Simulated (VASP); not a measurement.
# AgCl (Cmcm) in VASP: single point with LDA

Aim: the single point of AgCl with LDA.

Everything below comes from runs of VASP 6.6.1. Logs are shortened: lines on timing, memory, paths and dates and some standing lists are left out, and cuts for length are marked.

## (1) The cell of the first run

It takes space group Cmcm (No. 63, orthorhombic). The conventional cell has a = 3.742 Å, b = 11.113 Å, c = 3.924 Å, α = 90.00°, β = 90.00°, γ = 90.00°. Within 4.0 Å of Ag (site symmetry m2m) lie 7 Cl at 2.73 to 3.24 Å and 6 Ag at 3.02 to 3.92 Å. Cl (site symmetry m2m) has 7 Ag at 2.73 to 3.24 Å and 10 Cl at 3.58 to 3.92 Å within 4.0 Å.

## (2) Single point, LDA

INCAR

```
SYSTEM = AgCl
  PREC = Accurate
  ENCUT = 520
  EDIFF = 1E-7
  ISMEAR = 0
  SIGMA = 0.03
  LREAL = .False.
  LASPH = .True.
  NELM = 60
  ALGO = Normal
  ISIF = 2
  LWAVE = .False.
  LCHARG = .False.
  NBANDS = 26
```

KPOINTS

```
regular mesh
0
Gamma
  10 10 10
  0 0 0
```

POSCAR

```
AgCl
1.0
    1.8709097030     -5.5565952358      0.0000000000
    1.8709097030      5.5565952358      0.0000000000
    0.0000000000      0.0000000000      3.9240373500
Ag Cl
2 2
Direct
    0.3965554000      0.6034446000      0.7500000000
    0.6034446000      0.3965554000      0.2500000000
    0.8654487300      0.1345512700      0.2500000000
    0.1345512700      0.8654487300      0.7500000000
```

Potentials or basis: VASP PAW LDA potentials, release 64 (Ag, Cl).

The run is started by

```bash
cat potpaw_LDA.64/Ag/POTCAR potpaw_LDA.64/Cl/POTCAR > POTCAR
mpirun -np 1 vasp_std > vasp.out
```

OUTCAR:

```text
SYSTEM = AgCl
   PREC = Accurate
   ENCUT = 520
   EDIFF = 1E-7
   ISMEAR = 0
   LREAL = .False.
   LASPH = .True.
   NELM = 60
   ISIF = 2

 ion  position               nearest neighbor table
   1  0.397  0.603  0.750-   3 2.73   3 2.73   3 2.73   3 2.73   4 2.91   2 3.02   2 3.02
   2  0.603  0.397  0.250-   4 2.73   4 2.73   4 2.73   4 2.73   3 2.91   1 3.02   1 3.02
   3  0.865  0.135  0.250-   1 2.73   1 2.73   1 2.73   1 2.73   2 2.91
   4  0.135  0.865  0.750-   2 2.73   2 2.73   2 2.73   2 2.73   1 2.91

  LATTYP: Found a base centered orthorhombic cell.
 ALAT       =     3.7418194060
 B/A-ratio  =     2.9699964819
 C/A-ratio  =     1.0486976853

  Lattice vectors:

 A1 = (   1.8709097030,  -5.5565952358,   0.0000000000)
 A2 = (   1.8709097030,   5.5565952358,   0.0000000000)
 A3 = (   0.0000000000,   0.0000000000,   3.9240373500)

Analysis of symmetry for initial positions (statically):
=====================================================================
 Subroutine PRICEL returns:
 Original cell was already a primitive cell.

 Routine SETGRP: Setting up the symmetry group for a
 base centered orthorhombic supercell.

 Subroutine GETGRP returns: Found  8 space group operations
 (whereof  4 operations were pure point group operations)
 out of a pool of  8 trial point group operations.

The static configuration has the point symmetry C_2h.
 The point group associated with its full space group is D_2h.

Analysis of symmetry for dynamics (positions and initial velocities):
=====================================================================
 Subroutine PRICEL returns:
 Original cell was already a primitive cell.

 Routine SETGRP: Setting up the symmetry group for a
 base centered orthorhombic supercell.

 Subroutine GETGRP returns: Found  8 space group operations
 (whereof  4 operations were pure point group operations)
 out of a pool of  8 trial point group operations.

The dynamic configuration has the point symmetry C_2h.
 The point group associated with its full space group is D_2h.

 Subroutine INISYM returns: Found  8 space group operations
 (whereof  4 operations are pure point group operations),
 and found     1 'primitive' translations

----------------------------------------------------------------------------------------

                                     Primitive cell

  volume of cell :      81.5877
[... 86 lines left out ...]
   ICHARG =      2    charge: 1-file 2-atom 10-const
   ISPIN  =      1    spin polarized calculation?
   LNONCOLLINEAR =      F non collinear calculations
   LSORBIT =      F    spin-orbit coupling
   LASPH  =      T    aspherical Exc in radial PAW
   ENCUT  =  520.0 eV  38.22 Ry    6.18 a.u.  10.90 10.90  7.30*2*pi/ulx,y,z
   NELM   =     60;   NELMIN=  2; NELMDL= -5     # of ELM steps
   EDIFF  = 0.1E-06   stopping-criterion for ELM
   LREAL  =      F    real-space projection
   EDIFFG = 0.1E-05   stopping-criterion for IOM
   NSW    =      0    number of steps for IOM
   IBRION =     -1    ionic relax: 0-MD 1-quasi-New 2-CG
   NFREE  =      0    steps in history (QN), initial steepest desc. (CG)
   ISIF   =      2    stress and relaxation
   ISYM   =      2    0-nonsym 1-usesym 2-fastsym
   POTIM  = 0.5000    time-step for ionic-motion
   TEBEG  =    0.0;   TEEND  =   0.0 temperature during run
   PSTRESS=    0.0 pullay stress
   NELECT =      36.0000    total number of electrons
   NUPDOWN=      -1.0000    fix difference up-down
   EMIN   =  10.00;   EMAX   =-10.00  energy-range for DOS
   EFERMI =   0.00;   METHOD = LEGACY
   ISMEAR =     0;   SIGMA  =   0.03  broadening in eV -4-tet -1-fermi 0-gaus
   EFERMI_NEDOS =   21; number of points for ismear=-14 and -15
   IALGO  =     38    algorithm
   IMIX   =      4    mixing-type and parameters
     AMIX     =   0.40;   BMIX     =  1.00
     AMIX_MAG =   1.60;   BMIX_MAG =  1.00
  volume/ion in A,a.u.               =      20.40       137.65
  Fermi-wavevector in a.u.,A,eV,Ry     =   1.246333  2.355228 21.134554  1.553346
  Thomas-Fermi vector in A             =   2.380515
   LORBIT       =      0    0 simple, 1 ext, 2 COOP (PROOUT), +10 PAW based schemes
   GGA     = CA    functional components
   LHFCALC =     F    Hartree Fock is set to
   AEXX    =    0.0000 exact exchange contribution
   IVDW    =     0    specifies the selected vdW correction
   LEPSILON=     F    determine dielectric tensor
   LRPA    =     F    only Hartree local field effects (RPA)
 non-spin polarized calculation
 Gauss-broadening in eV      SIGMA  =   0.03
  energy-cutoff  :      520.00
  volume of cell :       81.59
 maximum number of plane-waves:      2223
 NGX is ok and might be reduce to    48
   NGX = 21   NGY = 21   NGZ = 15

 number of electron      36.0000005 magnetization

 Free energy of the ion-electron system (eV)
  ---------------------------------------------------
  ext. energy  EPLUGINS =         0.00000000
  ---------------------------------------------------
  free energy    TOTEN  =       -13.38140597 eV

  energy without entropy =      -13.38140597  energy(sigma->0) =      -13.38140597

 E-fermi :   4.1505     XC(G=0): -10.7113

 val. band max:        4.0351345000   @ k =   0.3000   0.2000   0.0000
 cond. band min:       4.2605943309   @ k =   0.0000   0.0000   0.0000
 fundamental gap:      0.2254598309
 Fermi energy:         4.1505133930

 k-point     1 :       0.0000    0.0000    0.0000
  band No.  band energies     occupation
      1     -11.0482      2.00000
      2     -10.4160      2.00000
      3      -0.5643      2.00000
      4       0.5187      2.00000
      5       0.7404      2.00000
      6       0.8176      2.00000
[... 685 lines left out ...]
     25      14.1769      0.00000
     26      14.2735      0.00000

 [... further k-points ...]
[... 5 lines left out ...]
  --------------------------------------------------------------------------------------
  -------------------------------------------------------------------------------------
  Total       -3.1238504     -2.5624417     -3.4590828      0.0000000      0.0000000      0.0000000
  in kB      -61.3445657    -50.3199094    -67.9276861      0.0000000      0.0000000      0.0000000
  external PRESSURE =     -59.8640537 kB  Pullay stress =       0.0000000 kB

 VOLUME and BASIS-vectors are now :
 -----------------------------------------------------------------------------
  energy-cutoff  :      520.00
  volume of cell :       81.59
      direct lattice vectors                 reciprocal lattice vectors
     1.870909703 -5.556595236  0.000000000     0.267249670 -0.089983160  0.000000000
     1.870909703  5.556595236  0.000000000     0.267249670  0.089983160  0.000000000
     0.000000000  0.000000000  3.924037350     0.000000000  0.000000000  0.254839572

 POSITION                                       TOTAL-FORCE (eV/Angst)
 -----------------------------------------------------------------------------------
      1.87091      1.14960      2.94303         0.000000     -0.029753     -0.000000
      1.87091     -1.14960      0.98101         0.000000      0.029753      0.000000
      1.87091     -4.06130      0.98101         0.000000     -0.034278      0.000000
      1.87091      4.06130      2.94303         0.000000      0.034278     -0.000000
 -----------------------------------------------------------------------------------
    total drift:                                0.000000     -0.000000      0.000000

  FREE ENERGIE OF THE ION-ELECTRON SYSTEM (eV)
  ---------------------------------------------------
  free  energy   TOTEN  =       -13.3814059665 eV

  energy  without entropy=      -13.3814059664  energy(sigma->0) =      -13.38140597
```

OSZICAR:

```text
N       E                     dE             d eps       ncg     rms          rms(c)
DAV:   1     0.232769886085E+03    0.23277E+03   -0.17727E+04  9672   0.129E+03
DAV:   2    -0.113287632610E+01   -0.23390E+03   -0.22298E+03 10928   0.283E+02
DAV:   3    -0.137114591668E+02   -0.12579E+02   -0.12470E+02 11268   0.666E+01
DAV:   4    -0.138461006732E+02   -0.13464E+00   -0.13451E+00 10876   0.754E+00
DAV:   5    -0.138479002947E+02   -0.17996E-02   -0.17995E-02 11242   0.896E-01    0.906E+00
DAV:   6    -0.133969663709E+02    0.45093E+00   -0.96598E-01 10598   0.111E+01    0.642E+00
DAV:   7    -0.133907267853E+02    0.62396E-02   -0.28421E-01 10108   0.294E+00    0.280E+00
DAV:   8    -0.133821639681E+02    0.85628E-02   -0.19498E-02 10260   0.121E+00    0.524E-01
DAV:   9    -0.133813742828E+02    0.78969E-03   -0.32955E-03 11408   0.657E-01    0.760E-02
DAV:  10    -0.133814013073E+02   -0.27024E-04   -0.27421E-04 10402   0.974E-02    0.407E-02
DAV:  11    -0.133814083426E+02   -0.70353E-05   -0.21884E-05 10510   0.530E-02    0.140E-02
DAV:  12    -0.133814058952E+02    0.24474E-05   -0.75001E-06 10524   0.363E-02    0.289E-03
DAV:  13    -0.133814059776E+02   -0.82434E-07   -0.12620E-06 10274   0.655E-03    0.170E-03
DAV:  14    -0.133814059665E+02    0.11139E-07   -0.50338E-08  5232   0.225E-03
   1 F= -.13381406E+02 E0= -.13381406E+02  d E =-.551966E-10
```

stdout:

```text
POSCAR found type information on POSCAR AgCl
 POSCAR found :  2 types and       4 ions
 scaLAPACK will be used
 LDA part: xc-table for (Slater(with rela. corr.)+CA(PZ))
 , standard interpolation
 POSCAR, INCAR and KPOINTS ok, starting setup
 FFT: planning ... GRIDC
 FFT: planning ... GRID_SOFT
 FFT: planning ... GRID
 WAVECAR not read
 entering main loop
```

Run time: 3.1 min. Hardware: 1 thread of Intel Xeon Platinum 8559C (Emerald Rapids), shared host; peak memory 0.44 GiB.

Results:

- Free energy: -13.3814 eV
- Pressure: -6.0 GPa
- Largest force: 0.034 eV/Å
- Band gap on the k mesh: 0.23 eV (least direct gap 1.74 eV)

Forces on the atoms (eV/Å):
```
Ag   0.000 -0.030  0.000
Ag   0.000  0.030  0.000
Cl   0.000 -0.034  0.000
Cl   0.000  0.034  0.000
```

Stress tensor (GPa, compression positive):
```
-6.13  0.00  0.00
 0.00 -5.03  0.00
 0.00  0.00 -6.79
```

Levels at points of the mesh, in eV from the valence-band top:
```tsv
k point	band 15	band 16	band 17	band 18	band 19	band 20	band 21	band 22
(0.00, 0.00, 0.00)	-2.28	-1.78	-1.70	-1.51	0.23	2.88	7.48	8.22
(0.50, 0.00, 0.00)	-1.34	-1.06	-0.07	-0.01	2.93	4.93	5.54	6.87
(0.50, 0.50, 0.00)	-2.04	-1.69	-1.68	-1.51	1.88	3.42	6.15	8.22
(0.00, 0.00, 0.50)	-1.33	-1.33	-0.11	-0.11	4.18	4.18	6.56	6.56
(0.50, 0.00, 0.50)	-2.12	-2.12	-1.52	-1.52	2.60	2.60	7.14	7.14
(0.50, 0.50, 0.50)	-0.78	-0.78	-0.16	-0.16	3.41	3.41	6.58	6.58
```

Caveat: the cell stands under tension; semilocal functionals underestimate gaps, and a narrow one can read as zero. A k mesh can miss the band edges.
